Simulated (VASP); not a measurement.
# Al (Fm-3m) in VASP: notebook

Runs on Al. Level: LDA. Tasks: single point.

Everything below comes from runs of VASP 6.6.1. Logs are shortened: lines on timing, memory, paths and dates and some standing lists are left out, and cuts for length are marked.

### Step 1. The cell of the first run

Symmetry: Fm-3m, No. 225, cubic system. The conventional cell has a = 3.902 Å, b = 3.902 Å, c = 3.902 Å, α = 90.00°, β = 90.00°, γ = 90.00°. Within 3.6 Å of Al (site symmetry m-3m) lie 12 Al at 2.76 Å.

### Step 2. Single point, LDA (volume scaled by 0.94)

Contents of INCAR:

```
SYSTEM = Al
  PREC = Accurate
  ENCUT = 520
  EDIFF = 1E-7
  ISMEAR = -1
  SIGMA = 0.05
  LREAL = .False.
  LASPH = .True.
  NELM = 80
  ALGO = Normal
  ISIF = 2
  LWAVE = .False.
  LCHARG = .False.
  NBANDS = 8
```

Contents of KPOINTS:

```
Automatic mesh
0
Gamma
  18 18 18
  0 0 0
```

Contents of POSCAR:

```
Al
1.0
    0.0000000000      1.9511190537      1.9511190537
    1.9511190537      0.0000000000      1.9511190537
    1.9511190537      1.9511190537      0.0000000000
Al
1
Direct
    0.0000000000      0.0000000000      0.0000000000
```

Potentials or basis: VASP PAW LDA potentials, release 64 (Al).

On the command line:

```sh
$ cat potpaw_LDA.64/Al/POTCAR > POTCAR
$ mpirun -np 1 vasp_std > vasp.out
```

OUTCAR:

```text
SYSTEM = Al
   PREC = Accurate
   ENCUT = 520
   EDIFF = 1E-7
   ISMEAR = -1
   LREAL = .False.
   LASPH = .True.
   NELM = 80
   ISIF = 2

 ion  position               nearest neighbor table
   1  0.000  0.000  0.000-

  LATTYP: Found a face centered cubic cell.
 ALAT       =     3.9022381074

  Lattice vectors:

 A1 = (   0.0000000000,   1.9511190537,   1.9511190537)
 A2 = (   1.9511190537,   0.0000000000,   1.9511190537)
 A3 = (   1.9511190537,   1.9511190537,   0.0000000000)

Analysis of symmetry for initial positions (statically):
=====================================================================
 Subroutine PRICEL returns:
 Original cell was already a primitive cell.

 Routine SETGRP: Setting up the symmetry group for a
 face centered cubic supercell.

 Subroutine GETGRP returns: Found 48 space group operations
 (whereof 48 operations were pure point group operations)
 out of a pool of 48 trial point group operations.

The static configuration has the point symmetry O_h .

Analysis of symmetry for dynamics (positions and initial velocities):
=====================================================================
 Subroutine PRICEL returns:
 Original cell was already a primitive cell.

 Routine SETGRP: Setting up the symmetry group for a
 face centered cubic supercell.

 Subroutine GETGRP returns: Found 48 space group operations
 (whereof 48 operations were pure point group operations)
 out of a pool of 48 trial point group operations.

The dynamic configuration has the point symmetry O_h .

 Subroutine INISYM returns: Found 48 space group operations
 (whereof 48 operations are pure point group operations),
 and found     1 'primitive' translations

----------------------------------------------------------------------------------------

                                     Primitive cell

  volume of cell :      14.8553

  direct lattice vectors                    reciprocal lattice vectors
     0.000000000  1.951119054  1.951119054    -0.256263194  0.256263194  0.256263194
     1.951119054  0.000000000  1.951119054     0.256263194 -0.256263194  0.256263194
     1.951119054  1.951119054  0.000000000     0.256263194  0.256263194 -0.256263194

  length of vectors
     2.759299028  2.759299028  2.759299028     0.443860872  0.443860872  0.443860872

  position of ions in fractional coordinates (direct lattice)
     0.000000000  0.000000000  0.000000000

  ion indices of the primitive-cell ions
   primitive index   ion index
                 1           1

----------------------------------------------------------------------------------------

 KPOINTS: Automatic mesh

Automatic generation of k-mesh.
 Grid dimensions read from file:
 generate k-points for:   18   18   18

 Generating k-lattice:

  Cartesian coordinates                     Fractional coordinates (reciprocal lattice)
    -0.014236844  0.014236844  0.014236844     0.055555556  0.000000000  0.000000000
     0.014236844 -0.014236844  0.014236844     0.000000000  0.055555556  0.000000000
     0.014236844  0.014236844 -0.014236844     0.000000000  0.000000000  0.055555556

  Length of vectors
     0.024658937  0.024658937  0.024658937

  Shift w.r.t. Gamma in fractional coordinates (k-lattice)
     0.000000000  0.000000000  0.000000000

 Subroutine IBZKPT returns following result:
 ===========================================

 Found    195 irreducible k-points:

 Following reciprocal coordinates:
            Coordinates               Weight
  0.000000  0.000000  0.000000      1.000000
  0.055556  0.000000  0.000000      8.000000
  0.111111  0.000000  0.000000      8.000000
  0.166667  0.000000  0.000000      8.000000
  0.222222  0.000000  0.000000      8.000000
  0.277778  0.000000  0.000000      8.000000
[... 16 lines left out ...]
 -0.277778  0.055556  0.000000     24.000000
 -0.222222  0.055556  0.000000     24.000000
 [... further k-points ...]
   k-points           NKPTS =    195   k-points in BZ     NKDIM =    195   number of bands    NBANDS=      8
   number of dos      NEDOS =    301   number of ions     NIONS =      1
   total plane-waves  NPLWV =  13824
   dimension x,y,z NGX =    24 NGY =   24 NGZ =   24
   dimension x,y,z NGXF=    48 NGYF=   48 NGZF=   48
   ions per type =               1
   NGX,Y,Z   is equivalent  to a cutoff of  14.46, 14.46, 14.46 a.u.
   NGXF,Y,Z  is equivalent  to a cutoff of  28.92, 28.92, 28.92 a.u.
 SYSTEM =  Al
   PREC   = accura    normal or accurate (medium, high low for compatibility)
   ISTART =      0    job   : 0-new  1-cont  2-samecut
   ICHARG =      2    charge: 1-file 2-atom 10-const
   ISPIN  =      1    spin polarized calculation?
   LNONCOLLINEAR =      F non collinear calculations
   LSORBIT =      F    spin-orbit coupling
   LASPH  =      T    aspherical Exc in radial PAW
   ENCUT  =  520.0 eV  38.22 Ry    6.18 a.u.   5.13  5.13  5.13*2*pi/ulx,y,z
   NELM   =     80;   NELMIN=  2; NELMDL= -5     # of ELM steps
   EDIFF  = 0.1E-06   stopping-criterion for ELM
   LREAL  =      F    real-space projection
   EDIFFG = 0.1E-05   stopping-criterion for IOM
   NSW    =      0    number of steps for IOM
   IBRION =     -1    ionic relax: 0-MD 1-quasi-New 2-CG
   NFREE  =      0    steps in history (QN), initial steepest desc. (CG)
   ISIF   =      2    stress and relaxation
   ISYM   =      2    0-nonsym 1-usesym 2-fastsym
   POTIM  = 0.5000    time-step for ionic-motion
   TEBEG  =    0.0;   TEEND  =   0.0 temperature during run
   PSTRESS=    0.0 pullay stress
   NELECT =       3.0000    total number of electrons
   NUPDOWN=      -1.0000    fix difference up-down
   EMIN   =  10.00;   EMAX   =-10.00  energy-range for DOS
   EFERMI =   0.00;   METHOD = LEGACY
   ISMEAR =    -1;   SIGMA  =   0.05  broadening in eV -4-tet -1-fermi 0-gaus
   EFERMI_NEDOS =   21; number of points for ismear=-14 and -15
   IALGO  =     38    algorithm
   IMIX   =      4    mixing-type and parameters
     AMIX     =   0.40;   BMIX     =  1.00
     AMIX_MAG =   1.60;   BMIX_MAG =  1.00
  volume/ion in A,a.u.               =      14.86       100.25
  Fermi-wavevector in a.u.,A,eV,Ry     =   0.960480  1.815043 12.551661  0.922521
  Thomas-Fermi vector in A             =   2.089767
   LORBIT       =      0    0 simple, 1 ext, 2 COOP (PROOUT), +10 PAW based schemes
   GGA     = CA    functional components
   LHFCALC =     F    Hartree Fock is set to
   AEXX    =    0.0000 exact exchange contribution
   IVDW    =     0    specifies the selected vdW correction
   LEPSILON=     F    determine dielectric tensor
   LRPA    =     F    only Hartree local field effects (RPA)
 non-spin polarized calculation
  energy-cutoff  :      520.00
  volume of cell :       14.86
 maximum number of plane-waves:       411
 NGX is ok and might be reduce to    24
   NGX = 11   NGY = 11   NGZ = 11

 number of electron       3.0000000 magnetization

 Free energy of the ion-electron system (eV)
  ---------------------------------------------------
  ext. energy  EPLUGINS =         0.00000000
  ---------------------------------------------------
  free energy    TOTEN  =        -4.17390289 eV

  energy without entropy =       -4.16990923  energy(sigma->0) =       -4.17190606

 E-fermi :   8.9200     XC(G=0): -10.7378

 val. band max:        8.9118835253   @ k =  -0.2222   0.3889   0.1667
 cond. band min:       8.9284642862   @ k =  -0.3333   0.3889   0.0556
 fundamental gap:      0.0165807609
 Fermi energy:         8.9200453620

 k-point     1 :       0.0000    0.0000    0.0000
  band No.  band energies     occupation
      1      -2.9174      2.00000
      2      22.0799      0.00000
      3      22.0799      0.00000
      4      22.0799      0.00000
      5      24.2413      0.00000
      6      24.2413      0.00000
      7      24.2413      0.00000
      8      26.3208      0.00000

 k-point     2 :       0.0556    0.0000    0.0000
  band No.  band energies     occupation
      1      -2.8277      2.00000
      2      20.6067      0.00000
      3      21.8343      0.00000
      4      21.8343      0.00000
      5      24.6288      0.00000
      6      24.6288      0.00000
      7      24.7126      0.00000
      8      27.2653      0.00000

 k-point     3 :       0.1111    0.0000    0.0000
  band No.  band energies     occupation
      1      -2.5589      2.00000
      2      18.2940      0.00000
      3      21.3730      0.00000
      4      21.3730      0.00000
      5      24.7258      0.00000
      6      25.4924      0.00000
      7      25.4924      0.00000
      8      27.7485      0.00000

 k-point     4 :       0.1667    0.0000    0.0000
  band No.  band energies     occupation
      1      -2.1122      2.00000
      2      15.9414      0.00000
      3      20.9437      0.00000
      4      20.9437      0.00000
      5      24.5321      0.00000
      6      26.0789      0.00000
      7      26.0789      0.00000
      8      27.0971      0.00000

 k-point     5 :       0.2222    0.0000    0.0000
  band No.  band energies     occupation
      1      -1.4895      2.00000
      2      13.6622      0.00000
      3      20.6201      0.00000
      4      20.6201      0.00000
      5      24.3369      0.00000
      6      25.1260      0.00000
      7      25.1260      0.00000
      8      28.2103      0.00000
[... 177 lines left out ...]
 k-point    22 :      -0.3333    0.0556    0.0000
  band No.  band energies     occupation
      1       0.7095      2.00000
      2       8.8710      1.45421
      3      18.6122      0.00000
      4      21.5214      0.00000
      5      21.8254      0.00000
      6      23.2474      0.00000
      7      24.9426      0.00000
      8      27.9924      0.00000

 k-point    23 :      -0.2778    0.0556    0.0000
  band No.  band energies     occupation
      1      -0.3119      2.00000
      2      10.8633      0.00000
      3      18.6332      0.00000
      4      21.6524      0.00000
      5      22.6118      0.00000
      6      24.1484      0.00000
      7      24.8998      0.00000
      8      28.8287      0.00000

 k-point    24 :      -0.2222    0.0556    0.0000
  band No.  band energies     occupation
      1      -1.1645      2.00000
      2      12.9837      0.00000
      3      18.8033      0.00000
      4      21.7884      0.00000
      5      23.6571      0.00000
      6      24.8627      0.00000
      7      25.2828      0.00000
      8      27.5722      0.00000

 [... further k-points ...]
[... 5 lines left out ...]
  --------------------------------------------------------------------------------------
  -------------------------------------------------------------------------------------
  Total        0.5587545      0.5587545      0.5587545      0.0000000      0.0000000     -0.0000000
  in kB       60.2629389     60.2629389     60.2629389      0.0000000      0.0000000     -0.0000000
  external PRESSURE =      60.2629389 kB  Pullay stress =       0.0000000 kB

 VOLUME and BASIS-vectors are now :
 -----------------------------------------------------------------------------
  energy-cutoff  :      520.00
  volume of cell :       14.86
      direct lattice vectors                 reciprocal lattice vectors
     0.000000000  1.951119054  1.951119054    -0.256263194  0.256263194  0.256263194
     1.951119054  0.000000000  1.951119054     0.256263194 -0.256263194  0.256263194
     1.951119054  1.951119054  0.000000000     0.256263194  0.256263194 -0.256263194

 POSITION                                       TOTAL-FORCE (eV/Angst)
 -----------------------------------------------------------------------------------
      0.00000      0.00000      0.00000         0.000000      0.000000      0.000000
 -----------------------------------------------------------------------------------
    total drift:                                0.000000     -0.000000     -0.000000

  FREE ENERGIE OF THE ION-ELECTRON SYSTEM (eV)
  ---------------------------------------------------
  free  energy   TOTEN  =        -4.1739028927 eV

  energy  without entropy=       -4.1699092325  energy(sigma->0) =       -4.17190606
```

It took 39 s on 1 thread of Intel Xeon 8259CL, shared host; peak memory 0.1 GiB.

What came out:

- Free energy: -4.1739 eV
- Pressure: 6.0 GPa

Levels at points of the mesh, in eV from the Fermi level:
| k point | band 1 | band 2 | band 3 | band 4 | band 5 | band 6 |
| --- | --- | --- | --- | --- | --- | --- |
| (0.00, 0.00, 0.00) | -11.84 | 13.16 | 13.16 | 13.16 | 15.32 | 15.32 |
| (0.50, 0.00, 0.00) | -4.97 | -4.53 | 11.93 | 11.93 | 12.40 | 12.40 |
| (0.50, 0.50, 0.00) | -3.15 | -1.64 | 5.32 | 6.05 | 6.05 | 10.01 |

### Step 3. Single point, LDA (volume scaled by 0.45)

Contents of INCAR:

```
PREC     = Accurate       # precision mode
ENCUT    = 500            # plane-wave cutoff, eV
EDIFF    = 1E-6           # SCF threshold, eV
ISMEAR   = -1             # smearing method
SIGMA    = 0.05           # smearing width, eV
LREAL    = F              # projectors in reciprocal space
LASPH    = T              # aspherical terms in the spheres
NELM     = 120            # most SCF steps
ALGO     = Normal         # electronic algorithm
ISIF     = 2              # what is computed and relaxed
LWAVE    = F              # write WAVECAR
LCHARG   = F              # write CHGCAR
NBANDS   = 8              # bands
GGA_COMPAT= F
```

Contents of KPOINTS:

```
regular mesh
0
Gamma
  18 18 18
```

Contents of POSCAR:

```
Al
1.0
    0.0000000000      1.5263190457      1.5263190457
    1.5263190457      0.0000000000      1.5263190457
    1.5263190457      1.5263190457      0.0000000000
Al
1
Direct
    0.0000000000      0.0000000000      0.0000000000
```

Potentials or basis: VASP PAW LDA potentials, release 64 (Al).

On the command line:

```sh
$ cat potpaw_LDA.64/Al/POTCAR > POTCAR
$ mpirun -np 1 vasp_std > vasp.out
```

It used 8.3 s of CPU time on 1 thread of AMD EPYC 7R13 Processor (Zen 3) (shared host).

It converged, with:

```yaml
Free_energy: 0.7741 eV
Pressure: 358.5 GPa
```

Levels at points of the mesh, in eV from the Fermi level:
| k point | band 1 | band 2 | band 3 | band 4 |
| --- | --- | --- | --- | --- |
| (0.00, 0.00, 0.00) | -17.57 | 18.56 | 18.56 | 18.56 |
| (0.50, 0.00, 0.00) | -7.72 | -5.46 | 16.37 | 16.37 |
| (0.50, 0.50, 0.00) | -4.15 | -2.84 | 5.29 | 11.97 |

### Step 4. Single point, LDA (volume scaled by 0.45)

Edit INCAR of step 3 so:

```diff
@@ -11,3 +11,6 @@
 LWAVE    = F              # write WAVECAR
-LCHARG   = F              # write CHGCAR
+LCHARG   = T              # write CHGCAR
+GGA      = CA             # functional
+LELF     = T              # ELF
+LVHAR    = T            
 NBANDS   = 8              # bands
```

Contents of KPOINTS:

```
Automatic mesh
0
Gamma
  18 18 18
```

POSCAR is that of step 3.

On the command line:

```sh
$ cat potpaw_LDA.64/Al/POTCAR > POTCAR
$ mpirun -np 1 vasp_std > vasp.out
```

It used 8.4 s of CPU time on 1 thread of AMD EPYC 7R13 Processor (Zen 3), on a shared host.

Results (log left out):

| Quantity | Value |
| --- | --- |
| Free energy | 0.7741 eV |
| Pressure | 358.5 GPa |

Levels at points of the mesh, in eV from the Fermi level:
| k point | band 1 | band 2 | band 3 | band 4 | band 5 |
| --- | --- | --- | --- | --- | --- |
| (0.00, 0.00, 0.00) | -17.57 | 18.56 | 18.56 | 18.56 | 24.54 |
| (0.50, 0.00, 0.00) | -7.72 | -5.46 | 16.37 | 16.37 | 22.41 |
| (0.50, 0.50, 0.00) | -4.15 | -2.84 | 5.29 | 11.97 | 11.97 |
